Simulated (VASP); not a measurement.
# In2Au (Fm-3m) in VASP: a series of runs, part 2 of 2

VASP 6.6.1. Earlier steps stand in the parts before.

**4. Electric field gradients, LDA**

This run uses another cell than the first one, of 22.91 Å³/atom, 0.980 times its volume.

INCAR reads:

```
ALGO = Normal
EDIFF = 1E-8
ENCUT = 520
ISIF = 2
ISMEAR = -1
LASPH = T
LCHARG = F
LEFG = T
LREAL = F
LWAVE = F
NBANDS = 26
NELM = 60
PREC = Accurate
SIGMA = 0.05
```

KPOINTS reads:

```
k-points
0
Gamma
  10 10 10
```

POSCAR reads:

```
In2Au
1.0
    0.0000000000      3.2510000000      3.2510000000
    3.2510000000      0.0000000000      3.2510000000
    3.2510000000      3.2510000000      0.0000000000
In Au
2 1
Direct
    0.2500000000      0.2500000000      0.2500000000
    0.7500000000      0.7500000000      0.7500000000
    0.0000000000      0.0000000000      0.0000000000
```

Potentials or basis: VASP PAW LDA potentials, release 64 (In_d, Au).

Started as:

```sh
> cat potpaw_LDA.64/In_d/POTCAR potpaw_LDA.64/Au/POTCAR > POTCAR
> mpirun -np 1 vasp_std > vasp.out
```

OUTCAR:

```text
EDIFF = 1E-8
   ENCUT = 520
   ISIF = 2
   ISMEAR = -1
   LASPH = T
   LREAL = F
   NELM = 60
   PREC = Accurate

 ion  position               nearest neighbor table
   1  0.250  0.250  0.250-   3 2.82   3 2.82   3 2.82   3 2.82   2 3.25   2 3.25   2 3.25   2 3.25
                             2 3.25   2 3.25
   2  0.750  0.750  0.750-   3 2.82   3 2.82   3 2.82   3 2.82   1 3.25   1 3.25   1 3.25   1 3.25
                             1 3.25   1 3.25
   3  0.000  0.000  0.000-   2 2.82   2 2.82   2 2.82   1 2.82   2 2.82   1 2.82   1 2.82   1 2.82

  LATTYP: Found a face centered cubic cell.
 ALAT       =     6.5020000000

  Lattice vectors:

 A1 = (   0.0000000000,   3.2510000000,   3.2510000000)
 A2 = (   3.2510000000,   0.0000000000,   3.2510000000)
 A3 = (   3.2510000000,   3.2510000000,   0.0000000000)

Analysis of symmetry for initial positions (statically):
=====================================================================
 Subroutine PRICEL returns:
 Original cell was already a primitive cell.

 Routine SETGRP: Setting up the symmetry group for a
 face centered cubic supercell.
[... 894 lines left out ...]
 -----------------------------------------------------------------------------------
      1.62550      1.62550      1.62550         0.000000      0.000000     -0.000000
      4.87650      4.87650      4.87650        -0.000000     -0.000000      0.000000
      0.00000      0.00000      0.00000         0.000000     -0.000000     -0.000000
 -----------------------------------------------------------------------------------
    total drift:                                0.000000      0.000000      0.000000

  FREE ENERGIE OF THE ION-ELECTRON SYSTEM (eV)
  ---------------------------------------------------
  free  energy   TOTEN  =       -11.6903366368 eV

  energy  without entropy=      -11.6804131504  energy(sigma->0) =      -11.68537489

 Electric field gradients (V/A^2)
---------------------------------------------------------------------
 ion       V_xx      V_yy      V_zz      V_xy      V_xz      V_yz
---------------------------------------------------------------------
   1       0.000     0.000     0.000     0.002     0.002     0.002
   2       0.000     0.000     0.000     0.002     0.002     0.002
   3       0.000     0.000     0.000     0.000     0.000     0.000
---------------------------------------------------------------------

 Electric field gradients after diagonalization (V/A^2)
 (convention: |V_zz| > |V_xx| > |V_yy|)
----------------------------------------------------------------------
 ion       V_xx      V_yy      V_zz     asymmetry (V_yy - V_xx)/ V_zz
----------------------------------------------------------------------
   1      -0.002    -0.002     0.003       0.000
   2      -0.002    -0.002     0.003       0.000
   3      -0.000    -0.000     0.000       0.000
----------------------------------------------------------------------

           NMR quadrupolar parameters

 Cq : quadrupolar parameter    Cq=e*Q*V_zz/h
 eta: asymmetry parameters     (V_yy - V_xx)/ V_zz
 Q  : nuclear electric quadrupole moment in mb (millibarn)
----------------------------------------------------------------------
 ion       Cq(MHz)       eta       Q (mb)
----------------------------------------------------------------------
   1       0.000       0.000       1.000
   2       0.000       0.000       1.000
   3       0.000       0.000       1.000
----------------------------------------------------------------------
```

It used 150 s of CPU time on 1 thread of AMD EPYC 7R13 Processor (Zen 3), on a shared host.

Results:

```
Free energy : -11.6903 eV
Pressure    : -1.2 GPa
```

Levels at points of the mesh, in eV from the Fermi level:
```tsv
k point	band 16	band 17	band 18	band 19	band 20	band 21	band 22	band 23
(0.00, 0.00, 0.00)	-4.77	0.19	3.09	3.09	3.09	3.78	3.78	3.78
(0.50, 0.00, 0.00)	-4.79	-4.67	0.87	0.87	1.72	2.76	3.65	3.65
(0.50, 0.50, 0.00)	-4.81	-4.24	-1.89	-1.89	-0.30	2.46	8.97	8.97
```

Caveat: without QUAD_EFG the Cq values of the log hold for a quadrupole moment of 1 mb, not for the nuclei; spin-orbit coupling is left out, which moves the levels of the heavy elements.

**5. Electric field gradients, LDA**

This run uses another cell than the first one, of 22.91 Å³/atom, 0.980 times its volume.

INCAR reads:

```
PREC = Accurate
ENCUT = 520
EDIFF = 1E-8
ISMEAR = -1
SIGMA = 0.05
LREAL = False
LASPH = True
NELM = 60
ALGO = Normal
ISIF = 2
LWAVE = False
LCHARG = False
GGA = CA
LEFG = True
NBANDS = 26
```

KPOINTS reads:

```
regular mesh
0
Gamma
  10 10 10
```

POSCAR is that of step 4.

Potentials or basis: VASP PAW LDA potentials, release 64 (In_d, Au).

Started as:

```sh
> cat potpaw_LDA.64/In_d/POTCAR potpaw_LDA.64/Au/POTCAR > POTCAR
> mpirun -np 1 vasp_std > vasp.out
```

OUTCAR:

```text
PREC = Accurate
   ENCUT = 520
   EDIFF = 1E-8
   ISMEAR = -1
   LREAL = False
   LASPH = True
   NELM = 60
   ISIF = 2
   GGA = CA

 ion  position               nearest neighbor table
   1  0.250  0.250  0.250-   3 2.82   3 2.82   3 2.82   3 2.82   2 3.25   2 3.25   2 3.25   2 3.25
                             2 3.25   2 3.25
   2  0.750  0.750  0.750-   3 2.82   3 2.82   3 2.82   3 2.82   1 3.25   1 3.25   1 3.25   1 3.25
                             1 3.25   1 3.25
   3  0.000  0.000  0.000-   2 2.82   2 2.82   2 2.82   1 2.82   2 2.82   1 2.82   1 2.82   1 2.82

  LATTYP: Found a face centered cubic cell.
 ALAT       =     6.5020000000

[... 919 lines left out ...]

 Electric field gradients (V/A^2)
---------------------------------------------------------------------
 ion       V_xx      V_yy      V_zz      V_xy      V_xz      V_yz
---------------------------------------------------------------------
   1       0.000     0.000     0.000     0.002     0.002     0.002
   2       0.000     0.000     0.000     0.002     0.002     0.002
   3       0.000     0.000     0.000     0.000     0.000     0.000
---------------------------------------------------------------------

 Electric field gradients after diagonalization (V/A^2)
 (convention: |V_zz| > |V_xx| > |V_yy|)
----------------------------------------------------------------------
 ion       V_xx      V_yy      V_zz     asymmetry (V_yy - V_xx)/ V_zz
----------------------------------------------------------------------
   1      -0.002    -0.002     0.003       0.000
   2      -0.002    -0.002     0.003       0.000
   3      -0.000    -0.000     0.000       0.000
----------------------------------------------------------------------

           NMR quadrupolar parameters

 Cq : quadrupolar parameter    Cq=e*Q*V_zz/h
 eta: asymmetry parameters     (V_yy - V_xx)/ V_zz
 Q  : nuclear electric quadrupole moment in mb (millibarn)
----------------------------------------------------------------------
 ion       Cq(MHz)       eta       Q (mb)
----------------------------------------------------------------------
   1       0.000       0.000       1.000
   2       0.000       0.000       1.000
   3       0.000       0.000       1.000
----------------------------------------------------------------------
```

OSZICAR:

```text
N       E                     dE             d eps       ncg     rms          rms(c)
DAV:   1     0.338903677660E+03    0.33890E+03   -0.17544E+04  2460   0.188E+03
DAV:   2     0.179356801554E+02   -0.32097E+03   -0.30820E+03  2492   0.437E+02
DAV:   3    -0.115174280740E+02   -0.29453E+02   -0.29009E+02  2862   0.147E+02
DAV:   4    -0.124112257983E+02   -0.89380E+00   -0.88727E+00  2932   0.258E+01
DAV:   5    -0.124546433197E+02   -0.43418E-01   -0.43414E-01  3624   0.516E+00    0.841E+00
DAV:   6    -0.117726650622E+02    0.68198E+00   -0.27319E+00  2596   0.125E+01    0.472E+00
DAV:   7    -0.117132378774E+02    0.59427E-01   -0.14409E-01  3326   0.456E+00    0.271E+00
DAV:   8    -0.116916642426E+02    0.21574E-01   -0.37853E-02  3248   0.213E+00    0.268E-01
DAV:   9    -0.116903711986E+02    0.12930E-02   -0.58965E-03  3312   0.110E+00    0.241E-01
DAV:  10    -0.116903354638E+02    0.35735E-04   -0.51250E-04  2884   0.238E-01    0.529E-02
DAV:  11    -0.116903351509E+02    0.31283E-06   -0.17512E-05  3686   0.385E-02    0.175E-02
DAV:  12    -0.116903366354E+02   -0.14845E-05   -0.30711E-06  2680   0.132E-02    0.421E-03
DAV:  13    -0.116903366381E+02   -0.27057E-08   -0.53765E-07  3244   0.785E-03    0.162E-03
DAV:  14    -0.116903366368E+02    0.12724E-08   -0.36572E-08  2370   0.181E-03
   1 F= -.11690337E+02 E0= -.11685375E+02  d E =-.992349E-02
```

It used 150 s of CPU time on 1 thread of AMD EPYC 7R13 Processor (Zen 3), on a shared host.

What came out:

```
Free energy : -11.6903 eV
Pressure    : -1.2 GPa
```

Levels at points of the mesh, in eV from the Fermi level:
```
           k point  band 16  band 17  band 18  band 19  band 20  band 21  band 22  band 23
(0.00, 0.00, 0.00)    -4.77     0.19     3.09     3.09     3.09     3.78     3.78     3.78
(0.50, 0.00, 0.00)    -4.79    -4.67     0.87     0.87     1.72     2.76     3.65     3.65
(0.50, 0.50, 0.00)    -4.81    -4.24    -1.89    -1.89    -0.30     2.46     8.97     8.97
```

Caveat: without QUAD_EFG the Cq values of the log hold for a quadrupole moment of 1 mb, not for the nuclei; spin-orbit coupling is left out, which moves the levels of the heavy elements.

**6. The runs side by side**

```tsv
cell	gap on the mesh (eV)	pressure (GPa)
a = 4.628 Å, angles 60.0°, 3 atoms	none	-2.5
a = 4.688 Å, angles 60.0°, 3 atoms	none	-4.7
a = 4.598 Å, angles 60.0°, 3 atoms	none	-1.2
```

Alike in all rows: task electric field gradients; level LDA; potentials or basis VASP PAW LDA potentials, release 64 (In_d, Au); no spin polarisation; k mesh 10 × 10 × 10; cutoff (eV) 520; smearing fermi-dirac 0.05 eV.

Caveats: spin-orbit coupling is left out, which moves the levels of the heavy elements.

Absolute energies hang on the potentials; compare differences alone.
